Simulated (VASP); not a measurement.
**AgI: single point with PBEsol**

The system is AgI.

```xyz
4
Lattice="4.5363 0.0000 0.0000 -2.2681 3.9286 0.0000 0.0000 0.0000 7.4983" Properties=species:S:1:pos:R:3 pbc="T T T"
Ag    2.2681    1.3095    4.7169
Ag    0.0000    2.6190    0.9678
I     2.2681    1.3095    0.0070
I     0.0000    2.6190    3.7562
```

This cell differs from its parent crystal: in-plane strain -0.005, then relaxed in part.

```yaml
Program: VASP 6.6.1
Task: single point
Functional: PBEsol
Potentials_or_basis: VASP PAW PBE potentials, release 64 (Ag, I)
Cutoff: 500 eV
k_mesh: 6 × 6 × 4
Occupations: gaussian, width 0.01 eV
Spin: no spin polarisation
Dipole_correction: no
Further_INCAR_settings: ALGO = Normal; EDIFF = 1e-06; NBANDS = 26
```

```yaml
Pressure: 0.1 GPa
Band_gap_on_the_k_mesh: 1.22 eV
```

Stress tensor (GPa, compression positive):
```
 0.17  0.00  0.00
 0.00  0.17  0.00
 0.00  0.00 -0.05
```

Levels at points of the mesh, in eV from the valence-band top:
```
           k point  band 15  band 16  band 17  band 18  band 19  band 20  band 21  band 22
(0.00, 0.00, 0.00)    -0.76    -0.08     0.00     0.00     1.22     2.57     5.66     5.66
(0.50, 0.00, 0.00)    -2.34    -1.88    -1.14    -0.74     3.23     3.49     4.63     5.78
(0.00, 0.00, 0.50)    -0.39    -0.39    -0.39    -0.39     2.57     2.57     5.50     5.50
(0.50, 0.00, 0.50)    -1.34    -1.34    -1.31    -1.31     3.10     3.10     4.75     4.75
```

Wall time 56 s on 1 thread of Oxide Virtual Turin-like Processor, with other jobs on the host, peak memory 0.24 GiB.

Caveat: the cell differs from its parent crystal (in-plane strain -0.005, then relaxed in part); the PAW data sets were made with another functional, which shifts forces and pressure a little; spin-orbit coupling is left out, which moves the levels of the heavy elements.
